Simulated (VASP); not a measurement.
# Mn (I4/mmm) in VASP: further runs

Runs on Mn. Level: revPBE. Tasks: single point.

Everything below comes from runs of VASP 6.6.1. Logs are shortened: lines on timing, memory, paths and dates and some standing lists are left out, and cuts for length are marked.

### Step 1. The cell of the first run

Symmetry: I4/mmm, No. 139, tetragonal system. Conventional cell: a = 2.564 Å, b = 2.564 Å, c = 3.460 Å, α = 90.00°, β = 90.00°, γ = 90.00°. Mn (site symmetry 4/mmm) has 12 Mn at 2.51 to 2.56 Å within 3.3 Å.

### Step 2. Single point, revPBE, collinear spin, antiferromagnetic start (11.37 Å³/atom)

Contents of INCAR:

```
PREC = Accurate
ENCUT = 520
EDIFF = 1E-6
ISMEAR = -1
SIGMA = 0.05
LREAL = F
LASPH = T
NELM = 150
ALGO = Normal
ISIF = 2
LWAVE = F
LCHARG = F
ISPIN = 2
MAGMOM = 2.046 -2.046
LORBIT = 11
LMAXMIX = 4
GGA = RE
NBANDS = 24
```

Contents of KPOINTS:

```
regular mesh
0
Gamma
  14 14 10
```

Contents of POSCAR:

```
Mn
1.0
    2.5640561748      0.0000000000      0.0000000000
    0.0000000000      2.5640561748      0.0000000000
    0.0000000000      0.0000000000      3.4596031800
Mn
2
Direct
    1.0000000000      1.0000000000      0.0000000000
    0.5000000000      0.5000000000      0.5000000000
```

Potentials or basis: VASP PAW PBE potentials, release 64 (Mn_pv).

The run is started by

```console
$ cat potpaw_PBE.64/Mn_pv/POTCAR > POTCAR
$ mpirun -np 1 vasp_std > vasp.out
```

OUTCAR:

```text
PREC = Accurate
   ENCUT = 520
   EDIFF = 1E-6
   ISMEAR = -1
   LREAL = F
   LASPH = T
   NELM = 150
   ISIF = 2
   ISPIN = 2
   LORBIT = 11
   GGA = RE

 ion  position               nearest neighbor table
   1  0.000  0.000  0.000-   2 2.51   2 2.51   2 2.51   2 2.51   2 2.51   2 2.51   2 2.51   2 2.51

   2  0.500  0.500  0.500-   1 2.51   1 2.51   1 2.51   1 2.51   1 2.51   1 2.51   1 2.51   1 2.51

  LATTYP: Found a simple tetragonal cell.
 ALAT       =     2.5640561748
 C/A-ratio  =     1.3492696510

  Lattice vectors:

 A1 = (   2.5640561748,   0.0000000000,   0.0000000000)
 A2 = (   0.0000000000,   2.5640561748,   0.0000000000)
 A3 = (   0.0000000000,   0.0000000000,   3.4596031800)

Analysis of symmetry for initial positions (statically):
=====================================================================
 Subroutine PRICEL returns following result:

  LATTYP: Found a body centered tetragonal cell.
 ALAT       =     2.5640561748
 C/A-ratio  =     1.3492696510

  Lattice vectors:

 A1 = (  -1.2820280874,  -1.2820280874,  -1.7298015900)
 A2 = (   1.2820280874,   1.2820280874,  -1.7298015900)
 A3 = (   1.2820280874,  -1.2820280874,   1.7298015900)

   2 primitive cells build up your supercell.

 Routine SETGRP: Setting up the symmetry group for a
 simple tetragonal supercell.

 Subroutine GETGRP returns: Found 16 space group operations
 (whereof 16 operations were pure point group operations)
 out of a pool of 16 trial point group operations.

The static configuration has the point symmetry D_4h.

Analysis of symmetry for dynamics (positions and initial velocities):
=====================================================================
 Subroutine PRICEL returns following result:

  LATTYP: Found a body centered tetragonal cell.
 ALAT       =     2.5640561748
 C/A-ratio  =     1.3492696510

  Lattice vectors:

 A1 = (  -1.2820280874,  -1.2820280874,  -1.7298015900)
 A2 = (   1.2820280874,   1.2820280874,  -1.7298015900)
 A3 = (   1.2820280874,  -1.2820280874,   1.7298015900)

   2 primitive cells build up your supercell.

 Routine SETGRP: Setting up the symmetry group for a
 simple tetragonal supercell.

 Subroutine GETGRP returns: Found 16 space group operations
 (whereof 16 operations were pure point group operations)
 out of a pool of 16 trial point group operations.

The dynamic configuration has the point symmetry D_4h.

Analysis of structural, dynamic, and magnetic symmetry:
=====================================================================
 Subroutine PRICEL returns following result:

  LATTYP: Found a body centered tetragonal cell.
 ALAT       =     2.5640561748
 C/A-ratio  =     1.3492696510

  Lattice vectors:

 A1 = (  -1.2820280874,  -1.2820280874,  -1.7298015900)
 A2 = (   1.2820280874,   1.2820280874,  -1.7298015900)
 A3 = (   1.2820280874,  -1.2820280874,   1.7298015900)

   2 primitive cells build up your supercell.

 Routine SETGRP: Setting up the symmetry group for a
 simple tetragonal supercell.

 Subroutine GETGRP returns: Found 16 space group operations
 (whereof 16 operations were pure point group operations)
 out of a pool of 16 trial point group operations.

The overall configuration has the point symmetry D_4h.

 Subroutine INISYM returns: Found 16 space group operations
 (whereof 16 operations are pure point group operations),
 and found     2 'primitive' translations

----------------------------------------------------------------------------------------

                                     Primitive cell

  volume of cell :      11.3724

  direct lattice vectors                    reciprocal lattice vectors
    -1.282028087 -1.282028087 -1.729801590    -0.000000000 -0.390007056 -0.289050492
     1.282028087  1.282028087 -1.729801590     0.390007056  0.000000000 -0.289050492
     1.282028087 -1.282028087  1.729801590     0.390007056 -0.390007056  0.000000000

  length of vectors
     2.505874214  2.505874214  2.505874214     0.485443808  0.485443808  0.551553268

  position of ions in fractional coordinates (direct lattice)
     0.000000000  0.000000000  0.000000000

  ion indices of the primitive-cell ions
   primitive index   ion index
                 1           1

----------------------------------------------------------------------------------------

 KPOINTS: regular mesh

Automatic generation of k-mesh.
 Grid dimensions read from file:
 generate k-points for:   14   14   10

 Generating k-lattice:

  Cartesian coordinates                     Fractional coordinates (reciprocal lattice)
     0.027857647  0.000000000  0.000000000     0.071428571  0.000000000  0.000000000
     0.000000000  0.027857647  0.000000000     0.000000000  0.071428571  0.000000000
     0.000000000  0.000000000  0.028905049     0.000000000  0.000000000  0.100000000

  Length of vectors
     0.027857647  0.027857647  0.028905049

  Shift w.r.t. Gamma in fractional coordinates (k-lattice)
     0.000000000  0.000000000  0.000000000

[... 102 lines left out ...]
[... 16 lines left out ...]
     23      30.8037      0.00000
     24      34.5328      0.00000

 k-point     2 :       0.0714    0.0000    0.0000
  band No.  band energies     occupation
      1     -39.1127      1.00000
      2     -38.8077      1.00000
      3     -38.7922      1.00000
      4     -36.9419      1.00000
      5     -36.7881      1.00000
      6     -36.7715      1.00000
[... 16 lines left out ...]
     23      30.8068      0.00000
     24      34.7360      0.00000

 k-point     3 :       0.1429    0.0000    0.0000
  band No.  band energies     occupation
      1     -39.1034      1.00000
      2     -38.8464      1.00000
      3     -38.7878      1.00000
      4     -36.9436      1.00000
      5     -36.8320      1.00000
      6     -36.7691      1.00000
[... 16 lines left out ...]
     23      31.2086      0.00000
     24      32.7334      0.00000
[... 514 lines left out ...]
 k-point    23 :       0.2857    0.2143    0.0000
  band No.  band energies     occupation
      1     -39.0573      1.00000
      2     -38.9551      1.00000
      3     -38.8865      1.00000
      4     -36.9489      1.00000
      5     -36.9432      1.00000
      6     -36.8730      1.00000
[... 16 lines left out ...]
     23      29.6015      0.00000
     24      30.2230      0.00000

 k-point    24 :       0.3571    0.2143    0.0000
  band No.  band energies     occupation
      1     -39.0466      1.00000
      2     -39.0112      1.00000
      3     -38.8818      1.00000
      4     -37.0066      1.00000
      5     -36.9423      1.00000
      6     -36.8673      1.00000
[... 16 lines left out ...]
     23      27.7773      0.00000
     24      29.0569      0.00000

 [... further k-points ...]

 spin component 2

 k-point     1 :       0.0000    0.0000    0.0000
  band No.  band energies     occupation
      1     -39.1160      1.00000
      2     -38.7938      1.00000
      3     -38.7938      1.00000
      4     -36.9413      1.00000
      5     -36.7723      1.00000
      6     -36.7723      1.00000
[... 16 lines left out ...]
     23      30.8037      0.00000
     24      34.5328      0.00000

 k-point     2 :       0.0714    0.0000    0.0000
  band No.  band energies     occupation
      1     -39.1127      1.00000
      2     -38.8077      1.00000
      3     -38.7922      1.00000
      4     -36.9419      1.00000
      5     -36.7881      1.00000
      6     -36.7715      1.00000
[... 16 lines left out ...]
     23      30.8068      0.00000
     24      34.7360      0.00000

 k-point     3 :       0.1429    0.0000    0.0000
  band No.  band energies     occupation
      1     -39.1034      1.00000
      2     -38.8464      1.00000
      3     -38.7878      1.00000
      4     -36.9436      1.00000
      5     -36.8320      1.00000
      6     -36.7691      1.00000
[... 16 lines left out ...]
     23      31.2086      0.00000
     24      32.7334      0.00000
[... 514 lines left out ...]
 k-point    23 :       0.2857    0.2143    0.0000
  band No.  band energies     occupation
      1     -39.0573      1.00000
      2     -38.9551      1.00000
      3     -38.8865      1.00000
      4     -36.9489      1.00000
      5     -36.9432      1.00000
      6     -36.8730      1.00000
[... 16 lines left out ...]
     23      29.6015      0.00000
     24      30.2230      0.00000

 k-point    24 :       0.3571    0.2143    0.0000
  band No.  band energies     occupation
      1     -39.0466      1.00000
      2     -39.0112      1.00000
      3     -38.8818      1.00000
      4     -37.0066      1.00000
      5     -36.9423      1.00000
      6     -36.8673      1.00000
[... 16 lines left out ...]
     23      27.7773      0.00000
     24      29.0569      0.00000

 [... further k-points ...]
[... 5 lines left out ...]
  --------------------------------------------------------------------------------------
  -------------------------------------------------------------------------------------
  Total        1.0242055      1.0242055      0.8713722      0.0000000      0.0000000     -0.0000000
  in kB       72.1466755     72.1466755     61.3808543      0.0000000      0.0000000     -0.0000000
  external PRESSURE =      68.5580684 kB  Pullay stress =       0.0000000 kB

 VOLUME and BASIS-vectors are now :
 -----------------------------------------------------------------------------
  energy-cutoff  :      520.00
  volume of cell :       22.74
      direct lattice vectors                 reciprocal lattice vectors
     2.564056175  0.000000000  0.000000000     0.390007056  0.000000000  0.000000000
     0.000000000  2.564056175  0.000000000     0.000000000  0.390007056  0.000000000
     0.000000000  0.000000000  3.459603180     0.000000000  0.000000000  0.289050492

 POSITION                                       TOTAL-FORCE (eV/Angst)
 -----------------------------------------------------------------------------------
      0.00000      0.00000      0.00000         0.000000      0.000000      0.000000
      1.28203      1.28203      1.72980        -0.000000     -0.000000     -0.000000
 -----------------------------------------------------------------------------------
    total drift:                               -0.000000      0.000000      0.000000

  FREE ENERGIE OF THE ION-ELECTRON SYSTEM (eV)
  ---------------------------------------------------
  free  energy   TOTEN  =       -17.1504206281 eV

  energy  without entropy=      -17.1314553686  energy(sigma->0) =      -17.14093800

 total charge

# of ion       s       p       d       tot
------------------------------------------
    1        0.410   6.376   5.087  11.873
    2        0.410   6.376   5.087  11.873
--------------------------------------------------
tot          0.820  12.752  10.173  23.745

 magnetization (x)

# of ion       s       p       d       tot
------------------------------------------
    1        0.024   0.032   1.873   1.929
    2       -0.024  -0.032  -1.873  -1.929
--------------------------------------------------
tot          0.000   0.000   0.000   0.000
```

Wall time 96 s (1 thread of Intel Xeon 6975P-C (Granite Rapids), shared host); peak memory 0.26 GiB.

Results:

- Free energy: -17.1504 eV
- Pressure: 6.9 GPa
- Band gap on the k mesh: zero (filled and empty bands overlap)
- Net moment: 0.00 μB per cell
- Site moments: Mn +1.93, -1.93 μB
- Valence electrons inside the program's atomic spheres: Mn 11.87

Stress tensor (GPa, compression positive):
```
7.21 0.00 0.00
0.00 7.21 0.00
0.00 0.00 6.14
```

Levels at points of the mesh, in eV from the Fermi level:
Spin up:
```tsv
k point	band 9	band 10	band 11	band 12	band 13	band 14	band 15	band 16	band 17	band 18
(0.00, 0.00, 0.00)	-3.76	-1.38	-1.38	-0.58	-0.27	0.87	2.22	2.22	2.43	3.99
(0.50, 0.00, 0.00)	-2.58	-2.51	-1.22	-1.15	-0.94	-0.49	0.97	1.40	2.50	3.86
(0.50, 0.50, 0.00)	-3.68	-3.68	1.08	1.25	2.17	2.18	2.18	2.60	2.84	2.84
(0.00, 0.00, 0.50)	-2.92	-1.68	-1.04	-0.80	-0.80	-0.13	0.73	1.00	1.00	2.25
(0.50, 0.00, 0.50)	-1.78	-1.57	-1.37	-0.27	0.28	0.38	1.12	2.07	2.12	2.22
(0.50, 0.50, 0.50)	-2.74	-2.36	-1.45	-1.45	-0.57	1.08	1.47	2.60	9.30	9.30
```
Spin down:
```
           k point  band 9  band 10  band 11  band 12  band 13  band 14  band 15  band 16  band 17  band 18
(0.00, 0.00, 0.00)   -3.76    -1.38    -1.38    -0.58    -0.27     0.87     2.22     2.22     2.43     3.99
(0.50, 0.00, 0.00)   -2.58    -2.51    -1.22    -1.15    -0.94    -0.49     0.97     1.40     2.50     3.86
(0.50, 0.50, 0.00)   -3.68    -3.68     1.08     1.25     2.17     2.18     2.18     2.60     2.84     2.84
(0.00, 0.00, 0.50)   -2.92    -1.68    -1.04    -0.80    -0.80    -0.13     0.73     1.00     1.00     2.25
(0.50, 0.00, 0.50)   -1.78    -1.57    -1.37    -0.27     0.28     0.38     1.12     2.07     2.12     2.22
(0.50, 0.50, 0.50)   -2.74    -2.36    -1.45    -1.45    -0.57     1.08     1.47     2.60     9.30     9.30
```

Caveat: the cell stands under pressure; the PAW data sets were made with another functional, which shifts forces and pressure a little.

### Step 3. Single point, revPBE, collinear spin, antiferromagnetic start (11.85 Å³/atom)

This run uses another cell than the first one, of 11.85 Å³/atom.

Contents of INCAR:

```
SYSTEM = Mn
PREC = Accurate ; ENCUT = 520
EDIFF = 1E-6 ; ISMEAR = -1
SIGMA = 0.05 ; LREAL = .False.
LASPH = .True. ; NELM = 150
ALGO = Normal ; ISIF = 2
LWAVE = .False. ; LCHARG = .False.
ISPIN = 2 ; MAGMOM = 2.046 -2.046
LORBIT = 11 ; LMAXMIX = 4
GGA = RE ; NBANDS = 24
```

Contents of KPOINTS:

```
Automatic mesh
0
Gamma
  14 14 10
  0 0 0
```

Contents of POSCAR:

```
Mn
1.0
    2.5991845972      0.0000000000      0.0000000000
    0.0000000000      2.5991845972      0.0000000000
    0.0000000000      0.0000000000      3.5070008942
Mn
2
Direct
    1.0000000000      1.0000000000      0.0000000000
    0.5000000000      0.5000000000      0.5000000000
```

Potentials or basis: VASP PAW PBE potentials, release 64 (Mn_pv).

The run is started by

```console
$ cat potpaw_PBE.64/Mn_pv/POTCAR > POTCAR
$ mpirun -np 1 vasp_std > vasp.out
```

Wall time 98 s (1 thread of Intel Xeon 6975P-C (Granite Rapids), shared host); peak memory 0.26 GiB.

Results (log left out):

- Free energy: -17.1719 eV
- Pressure: 0.6 GPa
- Band gap on the k mesh: zero (filled and empty bands overlap)
- Net moment: 0.00 μB per cell
- Site moments: Mn +2.12, -2.12 μB
- Valence electrons inside the program's atomic spheres: Mn 11.80

Stress tensor (GPa, compression positive):
```
0.60 0.00 0.00
0.00 0.60 0.00
0.00 0.00 0.52
```

Levels at points of the mesh, in eV from the Fermi level:
Spin up:
```
           k point  band 9  band 10  band 11  band 12  band 13  band 14  band 15  band 16  band 17  band 18
(0.00, 0.00, 0.00)   -3.64    -1.41    -1.41    -0.53    -0.42     0.83     2.15     2.15     2.41     3.76
(0.50, 0.00, 0.00)   -2.60    -2.53    -1.32    -1.02    -0.79    -0.64     1.04     1.44     2.21     3.73
(0.50, 0.50, 0.00)   -3.56    -3.56     0.86     1.09     2.07     2.07     2.12     2.55     2.65     2.65
(0.00, 0.00, 0.50)   -2.90    -1.51    -1.16    -0.93    -0.93    -0.30     0.79     1.05     1.05     2.26
(0.50, 0.00, 0.50)   -1.80    -1.62    -1.40    -0.19     0.18     0.29     0.96     2.01     2.07     2.17
(0.50, 0.50, 0.50)   -2.76    -2.18    -1.33    -1.33    -0.72     0.86     1.52     2.55     8.90     8.90
```
Spin down:
```
           k point  band 9  band 10  band 11  band 12  band 13  band 14  band 15  band 16  band 17  band 18
(0.00, 0.00, 0.00)   -3.64    -1.41    -1.41    -0.53    -0.42     0.83     2.15     2.15     2.41     3.76
(0.50, 0.00, 0.00)   -2.60    -2.53    -1.32    -1.02    -0.79    -0.64     1.04     1.44     2.21     3.73
(0.50, 0.50, 0.00)   -3.56    -3.56     0.86     1.09     2.07     2.07     2.12     2.55     2.65     2.65
(0.00, 0.00, 0.50)   -2.90    -1.51    -1.16    -0.93    -0.93    -0.30     0.79     1.05     1.05     2.26
(0.50, 0.00, 0.50)   -1.80    -1.62    -1.40    -0.19     0.18     0.29     0.96     2.01     2.07     2.17
(0.50, 0.50, 0.50)   -2.76    -2.18    -1.33    -1.33    -0.72     0.86     1.52     2.55     8.90     8.90
```

Caveat: the PAW data sets were made with another functional, which shifts forces and pressure a little.

### Step 4. Single point, revPBE, collinear spin, antiferromagnetic start (12.32 Å³/atom)

This run uses another cell than the first one, of 12.32 Å³/atom.

Contents of INCAR:

```
SYSTEM = Mn
  PREC = Accurate
  ENCUT = 520
  EDIFF = 1E-6
  ISMEAR = -1
  SIGMA = 0.05
  LREAL = .FALSE.
  LASPH = .TRUE.
  NELM = 150
  ALGO = Normal
  ISIF = 2
  LWAVE = .FALSE.
  LCHARG = .FALSE.
  ISPIN = 2
  MAGMOM = 2.046 -2.046
  LORBIT = 11
  LMAXMIX = 4
  GGA = RE
  NBANDS = 24
```

Contents of KPOINTS:

```
Automatic mesh
0
G
  14 14 10
  0 0 0
```

Contents of POSCAR:

```
Mn
1.0
    2.6333883169      0.0000000000      0.0000000000
    0.0000000000      2.6333883169      0.0000000000
    0.0000000000      0.0000000000      3.5531509352
Mn
2
Direct
    1.0000000000      1.0000000000      0.0000000000
    0.5000000000      0.5000000000      0.5000000000
```

The run is started by

```console
$ cat potpaw_PBE.64/Mn_pv/POTCAR > POTCAR
$ mpirun -np 1 vasp_std > vasp.out
```

It took 1.7 min on 1 thread of Intel Xeon 6975P-C (Granite Rapids), shared host; peak memory 0.27 GiB.

It converged, with:

```
Free energy                                           : -17.1615 eV
Pressure                                              : -4.0 GPa
Band gap on the k mesh                                : zero (filled and empty bands overlap)
Net moment                                            : 0.00 μB per cell
Site moments                                          : Mn +2.29, -2.29 μB
Valence electrons inside the program's atomic spheres : Mn 11.74
```

Stress tensor (GPa, compression positive):
```
-4.24  0.00  0.00
 0.00 -4.24  0.00
 0.00  0.00 -3.56
```

Levels at points of the mesh, in eV from the Fermi level:
Spin up:
```csv
k point,band 11,band 12,band 13,band 14,band 15,band 16
"(0.00, 0.00, 0.00)",-1.46,-0.56,-0.49,0.79,2.08,2.08
"(0.50, 0.00, 0.00)",-1.42,-0.91,-0.78,-0.66,1.09,1.47
"(0.50, 0.50, 0.00)",0.63,0.95,1.96,1.96,2.07,2.47
"(0.00, 0.00, 0.50)",-1.29,-1.05,-1.05,-0.46,0.85,1.10
"(0.50, 0.00, 0.50)",-1.45,-0.12,0.09,0.19,0.81,1.94
"(0.50, 0.50, 0.50)",-1.23,-1.23,-0.87,0.64,1.56,2.52
```
Spin down:
```csv
k point,band 9,band 10,band 11,band 12,band 13,band 14,band 15,band 16,band 17,band 18
"(0.00, 0.00, 0.00)",-3.55,-1.46,-1.46,-0.56,-0.49,0.79,2.08,2.08,2.38,3.55
"(0.50, 0.00, 0.00)",-2.63,-2.56,-1.42,-0.91,-0.78,-0.66,1.09,1.47,1.94,3.61
"(0.50, 0.50, 0.00)",-3.46,-3.46,0.63,0.95,1.96,1.96,2.07,2.47,2.47,2.51
"(0.00, 0.00, 0.50)",-2.90,-1.35,-1.29,-1.05,-1.05,-0.46,0.85,1.10,1.10,2.25
"(0.50, 0.00, 0.50)",-1.84,-1.69,-1.45,-0.12,0.09,0.19,0.81,1.94,2.02,2.14
"(0.50, 0.50, 0.50)",-2.78,-2.03,-1.23,-1.23,-0.87,0.64,1.56,2.52,8.52,8.52
```

Caveat: the cell stands under tension; the PAW data sets were made with another functional, which shifts forces and pressure a little.

### Step 5. The runs side by side

```tsv
cell	gap on the mesh (eV)	pressure (GPa)	moment (μB)
a = 2.564, b = 2.564, c = 3.460 Å, 2 atoms	none	6.9	0.00
a = 2.599, b = 2.599, c = 3.507 Å, 2 atoms	none	0.6	0.00
a = 2.633, b = 2.633, c = 3.553 Å, 2 atoms	none	-4.0	0.00
```

Alike in all rows: task single point; level revPBE; potentials or basis VASP PAW PBE potentials, release 64 (Mn_pv); spin collinear, antiferromagnetic start; k mesh 14 × 14 × 10; cutoff (eV) 520; smearing fermi-dirac 0.05 eV.

Caveats: the PAW data sets were made with another functional, which shifts forces and pressure a little; the cell stands under pressure (at least some runs); the cell stands under tension (at least some runs).

Total energies depend on the potentials used, so only differences within one code and one set of settings carry meaning.
